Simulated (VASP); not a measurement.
# Sr4LiCl8 (a cell with a defect) in VASP: single point with PBE

Aim: the single point of Sr4LiCl8 (a cell with a defect) with PBE.

Everything below comes from runs of VASP 6.6.1. Logs are shortened: lines on timing, memory, paths and dates and some standing lists are left out, and cuts for length are marked.

### 1 The cell of the first run

The cell holds a defect, 13 atoms: a = 6.965 Å, b = 6.965 Å, c = 6.965 Å, α = 90.00°, β = 90.00°, γ = 90.00°.

### 2 Single point, PBE

INCAR reads:

```
PREC = Accurate ; ENCUT = 520
EDIFF = 1E-7 ; ISMEAR = -1
SIGMA = 0.02 ; LREAL = False
LASPH = True ; NELM = 100
ALGO = Normal ; ISIF = 2
LWAVE = False ; LCHARG = True
GGA = PE ; LELF = True
LVHAR = True ; NBANDS = 62
NELECT = 98.0
```

KPOINTS reads:

```
regular mesh
0
Gamma
  2 2 2
```

POSCAR reads:

```
Sr4LiCl8
1.0
    6.9650000000      0.0000000000      0.0000000000
    0.0000000000      6.9650000000      0.0000000000
    0.0000000000      0.0000000000      6.9650000000
Sr Cl Li
4 8 1
Direct
   -0.0179842067     -0.0088580043     -0.0034595836
    0.4988258435      0.5083231874     -0.0033923905
    0.4980887294     -0.0082159368      0.5086502513
   -0.0107962670      0.4987083991      0.5109216080
    0.2203676956      0.2716109117      0.2692538406
    0.7282008615      0.7614478105      0.7648370424
    0.7687197416      0.7226783920      0.2572134961
    0.2801553482      0.2096136396      0.7934246949
    0.7600829864      0.2508914573      0.7305959799
    0.2887531945      0.7989908112      0.2047237617
    0.2383231874      0.7289629576      0.7282513999
    0.6936423546      0.2037260589      0.2073254846
    0.4526354630      1.0396923187      0.0308627423
```

Potentials or basis: VASP PAW PBE potentials, release 64 (Sr_sv, Cl, Li_sv).

Command:

```sh
$ cat potpaw_PBE.64/Sr_sv/POTCAR potpaw_PBE.64/Cl/POTCAR potpaw_PBE.64/Li_sv/POTCAR > POTCAR
$ mpirun -np 1 vasp_std > vasp.out
```

OUTCAR:

```text
PREC = Accurate
   ENCUT = 520
   EDIFF = 1E-7
   ISMEAR = -1
   LREAL = False
   LASPH = True
   NELM = 100
   ISIF = 2
   GGA = PE
   NELECT = 98.0

 ion  position               nearest neighbor table
   1  0.982  0.991  0.997-   6 2.88  12 2.90  10 2.91   8 2.94   7 3.00   9 3.02  11 3.16   5 3.19
                            13 3.30  13 3.71   2 4.76   3 4.79   4 4.82   4 4.89   3 4.91   2 4.93
   2  0.499  0.508  0.997-   6 2.88  10 2.89  12 2.91   8 2.94   7 3.01  11 3.02   9 3.16   5 3.18
                            13 3.29  13 3.72   1 4.76   3 4.78   4 4.81   4 4.90   3 4.90   1 4.93
   3  0.498  0.992  0.509-   6 2.89  10 2.90  12 2.90   8 2.92  11 2.99   9 3.00   7 3.18   5 3.21
                            13 3.36  13 3.67   2 4.78   1 4.79   4 4.85   2 4.90   1 4.91   4 4.92
   4  0.989  0.499  0.511-   9 2.80  11 2.81   7 2.81   5 2.82   6 3.13   8 3.47  12 3.60  10 3.64
                             2 4.81   1 4.82   3 4.85   1 4.89   2 4.90   3 4.92   3 4.94   2 4.95
   5  0.220  0.272  0.269-   4 2.82   2 3.18   1 3.19   3 3.21
   6  0.728  0.761  0.765-   2 2.88   1 2.88   3 2.89   4 3.13
   7  0.769  0.723  0.257-   4 2.81   1 3.00   2 3.01   3 3.18
   8  0.280  0.210  0.793-  13 2.36   3 2.92   1 2.94   2 2.94   4 3.47
   9  0.760  0.251  0.731-   4 2.80   3 3.00   1 3.02   2 3.16
  10  0.289  0.799  0.205-  13 2.36   2 2.89   3 2.90   1 2.91   4 3.64
  11  0.238  0.729  0.728-   4 2.81   3 2.99   2 3.02   1 3.16
  12  0.694  0.204  0.207-  13 2.37   1 2.90   3 2.90   2 2.91   4 3.60
  13  0.453  0.040  0.031-   8 2.36  10 2.36  12 2.37   2 3.29   1 3.30   3 3.36   3 3.67   1 3.71
                             2 3.72

  LATTYP: Found a simple cubic cell.
 ALAT       =     6.9650000000

  Lattice vectors:

 A1 = (   6.9650000000,   0.0000000000,   0.0000000000)
 A2 = (   0.0000000000,   6.9650000000,   0.0000000000)
 A3 = (   0.0000000000,   0.0000000000,   6.9650000000)

Analysis of symmetry for initial positions (statically):
=====================================================================
 Subroutine PRICEL returns:
 Original cell was already a primitive cell.

 Routine SETGRP: Setting up the symmetry group for a
 simple cubic supercell.

 Subroutine GETGRP returns: Found  1 space group operations
 (whereof  1 operations were pure point group operations)
 out of a pool of 48 trial point group operations.

The static configuration has the point symmetry C_1 .

Analysis of symmetry for dynamics (positions and initial velocities):
=====================================================================
 Subroutine PRICEL returns:
 Original cell was already a primitive cell.

 Routine SETGRP: Setting up the symmetry group for a
 simple cubic supercell.

 Subroutine GETGRP returns: Found  1 space group operations
 (whereof  1 operations were pure point group operations)
 out of a pool of 48 trial point group operations.

The dynamic configuration has the point symmetry C_1 .

 Subroutine INISYM returns: Found  1 space group operations
 (whereof  1 operations are pure point group operations),
 and found     1 'primitive' translations

----------------------------------------------------------------------------------------

                                     Primitive cell

  volume of cell :     337.8807

  direct lattice vectors                    reciprocal lattice vectors
     6.965000000  0.000000000  0.000000000     0.143575018  0.000000000  0.000000000
     0.000000000  6.965000000  0.000000000     0.000000000  0.143575018  0.000000000
     0.000000000  0.000000000  6.965000000     0.000000000  0.000000000  0.143575018

  length of vectors
     6.965000000  6.965000000  6.965000000     0.143575018  0.143575018  0.143575018

  position of ions in fractional coordinates (direct lattice)
     0.982015793  0.991141996  0.996540416
     0.498825844  0.508323187  0.996607610
     0.498088729  0.991784063  0.508650251
     0.989203733  0.498708399  0.510921608
     0.220367696  0.271610912  0.269253841
     0.728200861  0.761447811  0.764837042
     0.768719742  0.722678392  0.257213496
     0.280155348  0.209613640  0.793424695
     0.760082986  0.250891457  0.730595980
     0.288753195  0.798990811  0.204723762
     0.238323187  0.728962958  0.728251400
     0.693642355  0.203726059  0.207325485
[... 29 lines left out ...]
     0.071787509  0.000000000  0.000000000     0.500000000  0.000000000  0.000000000
     0.000000000  0.071787509  0.000000000     0.000000000  0.500000000  0.000000000
     0.000000000  0.000000000  0.071787509     0.000000000  0.000000000  0.500000000

  Length of vectors
     0.071787509  0.071787509  0.071787509

  Shift w.r.t. Gamma in fractional coordinates (k-lattice)
     0.000000000  0.000000000  0.000000000

 Subroutine IBZKPT returns following result:
 ===========================================

 Found      8 irreducible k-points:

 Following reciprocal coordinates:
            Coordinates               Weight
  0.000000  0.000000  0.000000      1.000000
  0.500000  0.000000  0.000000      1.000000
  0.000000  0.500000  0.000000      1.000000
  0.000000  0.000000  0.500000      1.000000
  0.500000  0.500000  0.000000      1.000000
  0.000000  0.500000  0.500000      1.000000
  0.500000  0.000000  0.500000      1.000000
  0.500000  0.500000  0.500000      1.000000
   k-points           NKPTS =      8   k-points in BZ     NKDIM =      8   number of bands    NBANDS=     62
   number of dos      NEDOS =    301   number of ions     NIONS =     13
   total plane-waves  NPLWV = 157464
   dimension x,y,z NGX =    54 NGY =   54 NGZ =   54
   dimension x,y,z NGXF=   108 NGYF=  108 NGZF=  108
   ions per type =               4   8   1
   NGX,Y,Z   is equivalent  to a cutoff of  12.89, 12.89, 12.89 a.u.
   NGXF,Y,Z  is equivalent  to a cutoff of  25.78, 25.78, 25.78 a.u.
 SYSTEM =  unknown system
   PREC   = accura    normal or accurate (medium, high low for compatibility)
   ISTART =      0    job   : 0-new  1-cont  2-samecut
   ICHARG =      2    charge: 1-file 2-atom 10-const
   ISPIN  =      1    spin polarized calculation?
   LNONCOLLINEAR =      F non collinear calculations
   LSORBIT =      F    spin-orbit coupling
   LASPH  =      T    aspherical Exc in radial PAW
   ENCUT  =  520.0 eV  38.22 Ry    6.18 a.u.  12.95 12.95 12.95*2*pi/ulx,y,z
   NELM   =    100;   NELMIN=  2; NELMDL= -5     # of ELM steps
   EDIFF  = 0.1E-06   stopping-criterion for ELM
   LREAL  =      F    real-space projection
   EDIFFG = 0.1E-05   stopping-criterion for IOM
   NSW    =      0    number of steps for IOM
   IBRION =     -1    ionic relax: 0-MD 1-quasi-New 2-CG
   NFREE  =      0    steps in history (QN), initial steepest desc. (CG)
   ISIF   =      2    stress and relaxation
   ISYM   =      2    0-nonsym 1-usesym 2-fastsym
   POTIM  = 0.5000    time-step for ionic-motion
   TEBEG  =    0.0;   TEEND  =   0.0 temperature during run
   PSTRESS=    0.0 pullay stress
   NELECT =      98.0000    total number of electrons
   NUPDOWN=      -1.0000    fix difference up-down
   EMIN   =  10.00;   EMAX   =-10.00  energy-range for DOS
   EFERMI =   0.00;   METHOD = LEGACY
   ISMEAR =    -1;   SIGMA  =   0.02  broadening in eV -4-tet -1-fermi 0-gaus
   EFERMI_NEDOS =   21; number of points for ismear=-14 and -15
   IALGO  =     38    algorithm
   IMIX   =      4    mixing-type and parameters
     AMIX     =   0.40;   BMIX     =  1.00
     AMIX_MAG =   1.60;   BMIX_MAG =  1.00
  volume/ion in A,a.u.               =      25.99       175.39
  Fermi-wavevector in a.u.,A,eV,Ry     =   1.083667  2.047833 15.977778  1.174334
  Thomas-Fermi vector in A             =   2.219738
   LORBIT       =      0    0 simple, 1 ext, 2 COOP (PROOUT), +10 PAW based schemes
   GGA     = PE    functional components
   LHFCALC =     F    Hartree Fock is set to
   AEXX    =    0.0000 exact exchange contribution
   IVDW    =     0    specifies the selected vdW correction
   LEPSILON=     F    determine dielectric tensor
   LRPA    =     F    only Hartree local field effects (RPA)
 non-spin polarized calculation
  energy-cutoff  :      520.00
  volume of cell :      337.88
 maximum number of plane-waves:      9124
 NGX is ok and might be reduce to    54
   NGX = 25   NGY = 25   NGZ = 25

 number of electron      98.0000003 magnetization

 Free energy of the ion-electron system (eV)
  ---------------------------------------------------
  ext. energy  EPLUGINS =         0.00000000
  ---------------------------------------------------
  free energy    TOTEN  =       -56.71869180 eV

  energy without entropy =      -56.71869180  energy(sigma->0) =      -56.71869180

 E-fermi :   0.5997     XC(G=0):  -8.3610

 val. band max:        0.1400982090   @ k =   0.0000   0.5000   0.0000
 cond. band min:       5.6944516083   @ k =   0.0000   0.0000   0.0000
 fundamental gap:      5.5543533993
 Fermi energy:         0.5997038807

 k-point     1 :       0.0000    0.0000    0.0000
  band No.  band energies     occupation
      1     -43.7706      2.00000
      2     -32.2437      2.00000
      3     -32.2354      2.00000
      4     -32.2325      2.00000
      5     -32.2273      2.00000
      6     -14.7392      2.00000
[... 501 lines left out ...]
     60       7.7353      0.00000
     61       7.9448      0.00000
 [bands above 61 left out]

------------------------ aborting loop because EDIFF is reached ----------------------------------------

  FORCE on cell =-STRESS in cart. coord.  units (eV):
  Direction    XX          YY          ZZ          XY          YZ          ZX
  --------------------------------------------------------------------------------------
  -------------------------------------------------------------------------------------
  Total       -0.0101997      0.0340368     -0.0796689      0.3927527     -0.2936995      0.2069135
  in kB       -0.0483652      0.1613973     -0.3777773      1.8623717     -1.3926770      0.9811515
  external PRESSURE =      -0.0882484 kB  Pullay stress =       0.0000000 kB

 VOLUME and BASIS-vectors are now :
 -----------------------------------------------------------------------------
  energy-cutoff  :      520.00
  volume of cell :      337.88
      direct lattice vectors                 reciprocal lattice vectors
     6.965000000  0.000000000  0.000000000     0.143575018  0.000000000  0.000000000
     0.000000000  6.965000000  0.000000000     0.000000000  0.143575018  0.000000000
     0.000000000  0.000000000  6.965000000     0.000000000  0.000000000  0.143575018

 POSITION                                       TOTAL-FORCE (eV/Angst)
 -----------------------------------------------------------------------------------
      6.83974      6.90330      6.94090         0.020475      0.027088     -0.014952
      3.47432      3.54047      6.94137        -0.029441     -0.012942     -0.014522
      3.46919      6.90778      3.54275        -0.015434      0.017723     -0.006058
      6.88980      3.47350      3.55857         0.008808     -0.002861     -0.024876
      1.53486      1.89177      1.87535         0.052462     -0.052472     -0.067146
      5.07192      5.30348      5.32709         0.034726     -0.028841     -0.023923
      5.35413      5.03346      1.79149        -0.035422      0.031446     -0.016313
      1.95128      1.45996      5.52620        -0.037562      0.039731     -0.023978
      5.29398      1.74746      5.08860        -0.028157     -0.016862      0.027810
      2.01117      5.56497      1.42590        -0.043224     -0.041712      0.050123
      1.65992      5.07723      5.07227         0.016920      0.024897      0.030152
      4.83122      1.41895      1.44402         0.033573      0.032498      0.042524
      3.15261      0.27646      0.21496         0.022278     -0.017693      0.041158
 -----------------------------------------------------------------------------------
    total drift:                                0.000106     -0.000254      0.000212

  FREE ENERGIE OF THE ION-ELECTRON SYSTEM (eV)
  ---------------------------------------------------
  free  energy   TOTEN  =       -56.7186917951 eV

  energy  without entropy=      -56.7186917950  energy(sigma->0) =      -56.71869180
```

It took 3.3 min on 1 thread of Intel Xeon Platinum 8488C (Sapphire Rapids), shared host; peak memory 0.46 GiB.

Results:

```yaml
Free_energy: -56.7187 eV
Largest_force: 0.100 eV/Å
```

Forces in eV/Å, atoms in the order of the input:
```
Sr   0.020  0.027 -0.015
Sr  -0.029 -0.013 -0.015
Sr  -0.015  0.018 -0.006
Sr   0.009 -0.003 -0.025
Cl   0.052 -0.052 -0.067
Cl   0.035 -0.029 -0.024
Cl  -0.035  0.031 -0.016
Cl  -0.038  0.040 -0.024
Cl  -0.028 -0.017  0.028
Cl  -0.043 -0.042  0.050
Cl   0.017  0.025  0.030
Cl   0.034  0.032  0.043
Li   0.022 -0.018  0.041
```

Caveat: the k points lie up to 0.45 Å⁻¹ apart; the cell carries a net charge on a neutralising background, which shifts energy and pressure; the cell is charged against a uniform background, so pressure and absolute levels hang on convention; the cutoff is under 1.25 times the usual one of these potentials, so pressure, stress and relaxed cells hold a basis-set (Pulay) error.
